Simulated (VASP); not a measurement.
# BN (P6_3/mmc) in VASP: a series of runs

The runs below take BN through relaxation of shape and atoms at fixed volume, with PBE+D3(BJ).

Program: VASP 6.6.1. These are calculated values, not measurements. Logs are shortened: lines on timing, memory, paths and dates and some standing lists are left out, and cuts for length are marked.

### 1 The cell of the first run

It takes space group P6_3/mmc (No. 194, hexagonal). The conventional cell has a = 2.470 Å, b = 2.470 Å, c = 5.995 Å, α = 90.00°, β = 90.00°, γ = 120.00°. B (site symmetry -6m2) has 3 N at 1.43 Å within 1.9 Å. N (site symmetry -6m2) has 3 B at 1.43 Å within 1.9 Å.

### 2 Relaxation of shape and atoms at fixed volume, PBE+D3(BJ) (volume scaled by 0.88)

File INCAR:

```
  ALGO = Normal
  EDIFF = 1E-6
  EDIFFG = -0.01
  ENCUT = 600
  GGA = PE
  IBRION = 2
  ISIF = 4
  ISMEAR = 0
  IVDW = 12
  LASPH = True
  LCHARG = False
  LREAL = False
  LWAVE = False
  NELM = 100
  NSW = 50
  PREC = Accurate
  SIGMA = 0.02
```

File KPOINTS:

```
k-points
0
Gamma
  12 12 4
```

File POSCAR:

```
BN
1.0
    2.4697584767      0.0000000000      0.0000000000
   -1.2348792384      2.1388735820      0.0000000000
    0.0000000000      0.0000000000      5.9945363561
B N
2 2
Direct
    0.3333333333      0.6666666667      0.2500000000
    0.6666666667      0.3333333333      0.7500000000
    0.3333333333      0.6666666667      0.7500000000
    0.6666666667      0.3333333333      0.2500000000
```

Potentials or basis: VASP PAW PBE potentials, release 64 (B, N).

The run is started by

```console
$ cat potpaw_PBE.64/B/POTCAR potpaw_PBE.64/N/POTCAR > POTCAR
$ mpirun -np 1 vasp_std > vasp.out
```

OUTCAR:

```text
EDIFF = 1E-6
   EDIFFG = -0.01
   ENCUT = 600
   GGA = PE
   IBRION = 2
   ISIF = 4
   ISMEAR = 0
   IVDW = 12
   LASPH = True
   LREAL = False
   NELM = 100
   NSW = 50
   PREC = Accurate
 IVDW          = 12

 ion  position               nearest neighbor table
   1  0.333  0.667  0.250-   4 1.43   4 1.43   4 1.43
   2  0.667  0.333  0.750-   3 1.43   3 1.43   3 1.43
   3  0.333  0.667  0.750-   2 1.43   2 1.43   2 1.43
   4  0.667  0.333  0.250-   1 1.43   1 1.43   1 1.43

  LATTYP: Found a hexagonal cell.
 ALAT       =     2.4697584767
 C/A-ratio  =     2.4271751318

  Lattice vectors:

 A1 = (   2.4697584767,   0.0000000000,   0.0000000000)
 A2 = (  -1.2348792384,   2.1388735820,   0.0000000000)
 A3 = (   0.0000000000,   0.0000000000,   5.9945363561)

Analysis of symmetry for initial positions (statically):
=====================================================================
 Subroutine PRICEL returns:
 Original cell was already a primitive cell.

 Routine SETGRP: Setting up the symmetry group for a
 hexagonal supercell.

 Subroutine GETGRP returns: Found 24 space group operations
 (whereof 12 operations were pure point group operations)
 out of a pool of 24 trial point group operations.

The static configuration has the point symmetry D_3d.
 The point group associated with its full space group is D_6h.

Analysis of symmetry for dynamics (positions and initial velocities):
=====================================================================
 Subroutine PRICEL returns:
 Original cell was already a primitive cell.

 Routine SETGRP: Setting up the symmetry group for a
 hexagonal supercell.

 Subroutine GETGRP returns: Found 24 space group operations
 (whereof 12 operations were pure point group operations)
 out of a pool of 24 trial point group operations.

The dynamic configuration has the point symmetry D_3d.
 The point group associated with its full space group is D_6h.

 Subroutine INISYM returns: Found 24 space group operations
 (whereof 12 operations are pure point group operations),
 and found     1 'primitive' translations

----------------------------------------------------------------------------------------

                                     Primitive cell

  volume of cell :      31.6661

  direct lattice vectors                    reciprocal lattice vectors
     2.469758477  0.000000000  0.000000000     0.404897892  0.233767907  0.000000000
    -1.234879238  2.138873582  0.000000000     0.000000000  0.467535813  0.000000000
     0.000000000  0.000000000  5.994536356     0.000000000  0.000000000  0.166818573

  length of vectors
[... 83 lines left out ...]
   LASPH  =      T    aspherical Exc in radial PAW
   ENCUT  =  600.0 eV  44.10 Ry    6.64 a.u.   4.93  4.93 11.97*2*pi/ulx,y,z
   NELM   =    100;   NELMIN=  2; NELMDL= -5     # of ELM steps
   EDIFF  = 0.1E-05   stopping-criterion for ELM
   LREAL  =      F    real-space projection
   EDIFFG = -.1E-01   stopping-criterion for IOM
   NSW    =     50    number of steps for IOM
   IBRION =      2    ionic relax: 0-MD 1-quasi-New 2-CG
   NFREE  =      1    steps in history (QN), initial steepest desc. (CG)
   ISIF   =      4    stress and relaxation
   ISYM   =      2    0-nonsym 1-usesym 2-fastsym
   POTIM  = 0.5000    time-step for ionic-motion
   TEBEG  =    0.0;   TEEND  =   0.0 temperature during run
   PSTRESS=    0.0 pullay stress
   NELECT =      16.0000    total number of electrons
   NUPDOWN=      -1.0000    fix difference up-down
   EMIN   =  10.00;   EMAX   =-10.00  energy-range for DOS
   EFERMI =   0.00;   METHOD = LEGACY
   ISMEAR =     0;   SIGMA  =   0.02  broadening in eV -4-tet -1-fermi 0-gaus
   EFERMI_NEDOS =   21; number of points for ismear=-14 and -15
   IALGO  =     38    algorithm
   IMIX   =      4    mixing-type and parameters
     AMIX     =   0.40;   BMIX     =  1.00
     AMIX_MAG =   1.60;   BMIX_MAG =  1.00
  volume/ion in A,a.u.               =       7.92        53.42
  Fermi-wavevector in a.u.,A,eV,Ry     =   1.303916  2.464045 23.132599  1.700198
  Thomas-Fermi vector in A             =   2.434887
   LORBIT       =      0    0 simple, 1 ext, 2 COOP (PROOUT), +10 PAW based schemes
   GGA     = PE    functional components
   LHFCALC =     F    Hartree Fock is set to
   AEXX    =    0.0000 exact exchange contribution
   IVDW    =    12    specifies the selected vdW correction
   LEPSILON=     F    determine dielectric tensor
   LRPA    =     F    only Hartree local field effects (RPA)
 conjugate gradient relaxation of ions
 non-spin polarized calculation
 Gauss-broadening in eV      SIGMA  =   0.02
  energy-cutoff  :      600.00
  volume of cell :       31.67
 maximum number of plane-waves:      1086
 NGX is ok and might be reduce to    20
   NGX =  9   NGY =  9   NGZ = 23

--------------------------------------- Ionic step        1  -------------------------------------------

 number of electron      15.9999999 magnetization

 Free energy of the ion-electron system (eV)
  ---------------------------------------------------
  ext. energy  EPLUGINS =         0.00000000
  ---------------------------------------------------
  free energy    TOTEN  =       -34.96941724 eV

  energy without entropy =      -34.96941724  energy(sigma->0) =      -34.96941724

------------------------ aborting loop because EDIFF is reached ----------------------------------------

 Edisp (eV)   -0.65547

 E8    (eV) :    -0.1940
[... 75 lines left out ...]
--------------------------------------- Ionic step        3  -------------------------------------------

 number of electron      15.9999998 magnetization

 Free energy of the ion-electron system (eV)
  ---------------------------------------------------
  ext. energy  EPLUGINS =         0.00000000
  ---------------------------------------------------
  free energy    TOTEN  =       -34.99352285 eV

  energy without entropy =      -34.99352285  energy(sigma->0) =      -34.99352285

 E-fermi :   3.5977     XC(G=0): -10.8993

 val. band max:        3.4778484467   @ k =   0.3333   0.2500   0.0000
 cond. band min:       7.5752768131   @ k =   0.5000  -0.0000   0.0000
 fundamental gap:      4.0974283664
 Fermi energy:         3.5976790917

 k-point     1 :       0.0000    0.0000    0.0000
  band No.  band energies     occupation
      1     -14.6945      2.00000
      2     -13.9978      2.00000
      3      -3.5355      2.00000
      4       0.1332      2.00000
      5       2.0413      2.00000
      6       2.0413      2.00000
      7       2.1572      2.00000
      8       2.1572      2.00000
      9       9.6506      0.00000
     10      14.9318      0.00000
     11      14.9318      0.00000
     12      15.1456      0.00000
[... 331 lines left out ...]
 k-point    24 :       0.3333    0.0000    0.2500
  band No.  band energies     occupation
      1     -12.5689      2.00000
      2     -12.2057      2.00000
      3      -3.5962      2.00000
      4      -3.4237      2.00000
      5      -0.2599      2.00000
      6      -0.2412      2.00000
      7      -0.1153      2.00000
      8       1.8644      2.00000
      9      10.0764      0.00000
     10      11.3146      0.00000
     11      13.0745      0.00000
     12      13.6610      0.00000

 [... further k-points ...]

------------------------ aborting loop because EDIFF is reached ----------------------------------------

 Edisp (eV)   -0.65742

 E8    (eV) :    -0.1949
[... 27 lines left out ...]
  FREE ENERGIE OF THE ION-ELECTRON SYSTEM (eV)
  ---------------------------------------------------
  free  energy   TOTEN  =       -35.6509388005 eV

  energy  without entropy=      -35.6509388005  energy(sigma->0) =      -35.65093880

 reached required accuracy - stopping structural energy minimisation
```

CONTCAR:

```text
BN
   1.00000000000000
     2.4937695560867184   -0.0000000000022554    0.0000000000000000
    -1.2468847780957986    2.1596677867193099   -0.0000000000000000
     0.0000000000000000   -0.0000000000000000    5.8796561718186622
  B               N
     2     2
Direct
     0.3333333332999970    0.6666666667000030    0.2500000000000000
     0.6666666667000030    0.3333333332999970    0.7500000000000000
     0.3333333332999970    0.6666666667000030    0.7500000000000000
     0.6666666667000030    0.3333333332999970    0.2500000000000000

  0.00000000E+00  0.00000000E+00  0.00000000E+00
  0.00000000E+00  0.00000000E+00  0.00000000E+00
  0.00000000E+00  0.00000000E+00  0.00000000E+00
  0.00000000E+00  0.00000000E+00  0.00000000E+00
```

Run time: 39 s. Hardware: 1 thread of Intel Xeon Platinum 8259CL at 2.50GHz (Skylake/Cascade Lake), shared host; peak memory 0.17 GiB.

Results:

```yaml
Free_energy: -35.6509 eV
Energy_gained_by_relaxing: 6.5 meV/atom
Ionic_steps: 3
Pressure_after_relaxing: 6.2 GPa
Band_gap_on_the_k_mesh: 4.10 eV, indirect (least direct gap 4.35 eV)
Dispersion_energy_per_atom: -0.164 eV
```

The path:
| step | energy change (eV) | largest force (eV/Å) | pressure (GPa) | volume (Å³) |
| --- | --- | --- | --- | --- |
| 1 | 0.0000 | 0.0000 | 14.01 | 31.67 |
| 2 | -0.0256 | 0.0000 | 5.22 | 31.67 |
| 3 | -0.0261 | 0.0000 | 6.21 | 31.67 |

Final structure:
```cif
data_structure
_symmetry_space_group_name_H-M 'P 1'
_symmetry_Int_Tables_number 1
_cell_length_a 2.4938
_cell_length_b 2.4938
_cell_length_c 5.8797
_cell_angle_alpha 90.000
_cell_angle_beta 90.000
_cell_angle_gamma 120.000
_cell_volume 31.67
loop_
_atom_site_label
_atom_site_type_symbol
_atom_site_fract_x
_atom_site_fract_y
_atom_site_fract_z
_atom_site_occupancy
B1 B 0.33333 0.66667 0.25000 1
B2 B 0.66667 0.33333 0.75000 1
N1 N 0.33333 0.66667 0.75000 1
N2 N 0.66667 0.33333 0.25000 1
```

Caveat: the cell differs from its parent crystal (volume scaled by 0.88). A k mesh can miss the band edges.

[end of part 1 of 2]
